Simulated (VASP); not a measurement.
Input of a VASP 6.6.1 run:

The input INCAR:

```
SYSTEM = SiB17N18
PREC = Accurate ; ENCUT = 520
EDIFF = 1E-8 ; ISMEAR = -1
SIGMA = 0.01 ; LREAL = Auto
LASPH = .True. ; NELM = 100
ALGO = Normal ; ISIF = 2
LWAVE = .False. ; LCHARG = .False.
GGA = PE ; LEFG = .True.
NELECT = 144.0 ; NBANDS = 96
```

Contents of KPOINTS:

```
regular mesh
0
Gamma
  3 3 3
  0 0 0
```

Contents of POSCAR:

```
SiB17N18
1.0
    7.4947200000      0.0000000000      0.0000000000
   -3.7473600000      6.4906179144      0.0000000000
    0.0000000000      0.0000000000      6.6357000000
Si B N
1 17 18
Direct
    0.1111111111      0.2222222222      0.2500000000
    0.1111111111      0.5555555556      0.2500000000
    0.1111111111      0.8888888889      0.2500000000
    0.4444444444      0.2222222222      0.2500000000
    0.4444444444      0.5555555556      0.2500000000
    0.4444444444      0.8888888889      0.2500000000
    0.7777777778      0.2222222222      0.2500000000
    0.7777777778      0.5555555556      0.2500000000
    0.7777777778      0.8888888889      0.2500000000
    0.2222222222      0.1111111111      0.7500000000
    0.2222222222      0.4444444444      0.7500000000
    0.2222222222      0.7777777778      0.7500000000
    0.5555555556      0.1111111111      0.7500000000
    0.5555555556      0.4444444444      0.7500000000
    0.5555555556      0.7777777778      0.7500000000
    0.8888888889      0.1111111111      0.7500000000
    0.8888888889      0.4444444444      0.7500000000
    0.8888888889      0.7777777778      0.7500000000
    0.1111111111      0.2222222222      0.7500000000
    0.1111111111      0.5555555556      0.7500000000
    0.1111111111      0.8888888889      0.7500000000
    0.4444444444      0.2222222222      0.7500000000
    0.4444444444      0.5555555556      0.7500000000
    0.4444444444      0.8888888889      0.7500000000
    0.7777777778      0.2222222222      0.7500000000
    0.7777777778      0.5555555556      0.7500000000
    0.7777777778      0.8888888889      0.7500000000
    0.2222222222      0.1111111111      0.2500000000
    0.2222222222      0.4444444444      0.2500000000
    0.2222222222      0.7777777778      0.2500000000
    0.5555555556      0.1111111111      0.2500000000
    0.5555555556      0.4444444444      0.2500000000
    0.5555555556      0.7777777778      0.2500000000
    0.8888888889      0.1111111111      0.2500000000
    0.8888888889      0.4444444444      0.2500000000
    0.8888888889      0.7777777778      0.2500000000
```

Potentials or basis: VASP PAW PBE potentials, release 64 (Si, B, N).

The run is started by

```sh
$ cat potpaw_PBE.64/Si/POTCAR potpaw_PBE.64/B/POTCAR potpaw_PBE.64/N/POTCAR > POTCAR
$ mpirun -np 1 vasp_std > vasp.out
```

Task: What does it give for the largest force?

Result: 12.922 eV/Å.

Electric field gradients, principal values (V/Å²):
```
atom     least    middle  greatest (by size)
1 Si  -101.902  -101.902             203.803
 2 B   -14.474   -20.966              35.440
 3 B   -14.474   -20.966              35.440
 4 B   -14.475   -20.966              35.440
 5 B   -14.474   -20.966              35.440
 6 B   -18.245   -18.245              36.490
 7 B   -14.474   -20.966              35.440
 8 B   -17.675   -17.675              35.350
 9 B   -14.475   -20.966              35.440
10 B   -16.979   -18.315              35.294
11 B   -16.979   -18.315              35.294
12 B   -17.622   -17.957              35.580
13 B   -17.622   -17.957              35.580
14 B   -17.632   -18.003              35.635
15 B   -17.623   -17.957              35.580
16 B   -16.979   -18.315              35.294
17 B   -17.632   -18.003              35.635
18 B   -17.632   -18.003              35.635
19 N    -5.451    -5.453              10.904
20 N    -2.039    -3.495               5.533
21 N    -2.038    -3.494               5.533
22 N    -2.040    -3.495               5.535
23 N    -2.040    -3.494               5.534
24 N    -2.638    -2.639               5.277
25 N    -2.037    -3.498               5.535
26 N    -2.340    -2.344               4.685
27 N    -2.039    -3.494               5.534
28 N     6.629    19.393             -26.022
29 N     6.630    19.394             -26.025
30 N     0.975     2.011              -2.986
31 N     0.974     2.009              -2.984
32 N    -0.225    -0.325               0.549
33 N     0.972     2.011              -2.983
34 N     6.628    19.394             -26.022
35 N    -0.223    -0.325               0.549
36 N    -0.225    -0.324               0.549
```

Caveat: the cell carries a net charge on a neutralising background, which shifts energy and pressure; without QUAD_EFG the Cq values of the log hold for a quadrupole moment of 1 mb, not for the nuclei.
